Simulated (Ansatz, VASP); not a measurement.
One calculation of BaSnGe, two programs

```
Ba Sn Ge
1.0
     4.82432    0.00000    0.00000
    -2.41216    4.17799    0.00000
     0.00000    0.00000    4.90637
Ba Sn Ge
1 1 1
Direct
  0.00000 0.00000 0.00000
  0.66667 0.33333 0.50000
  0.33333 0.66667 0.50000
```

Change from the starting cell: relaxed end of: species swapped into the EuAlSi type (P-6m2, No. 187).

Alike in both runs: task single point; functional PBE; k mesh 6 × 6 × 4; occupations gaussian, width 0.1 eV; no spin polarisation.

|  | VASP | Ansatz |
| --- | --- | --- |
| version | VASP 6.6.1 | Ansatz 0.2.0 |
| potentials or method | VASP PAW PBE potentials, release 64 (Ba_sv, Sn_d, Ge_d), cutoff 520 eV | scalar-relativistic, plane waves, PAW |
| valence electrons in the cell | 38 | 38 |

|  | VASP | Ansatz | Ansatz less VASP |
| --- | --- | --- | --- |
| gap on the k mesh at the Fermi level (eV) | none | none | - |
| pressure (GPa) | 0.2 | 0.0 | -0.20 |
| traceless stress, the component that is largest in VASP (GPa) | 0.15 | 0.12 | -0.032 |

A gap of «none» marks a metal or a gap that the smearing closes. The functional is the same, so the differences come from potentials, cutoffs and numerics.

Spin-orbit coupling is off throughout.
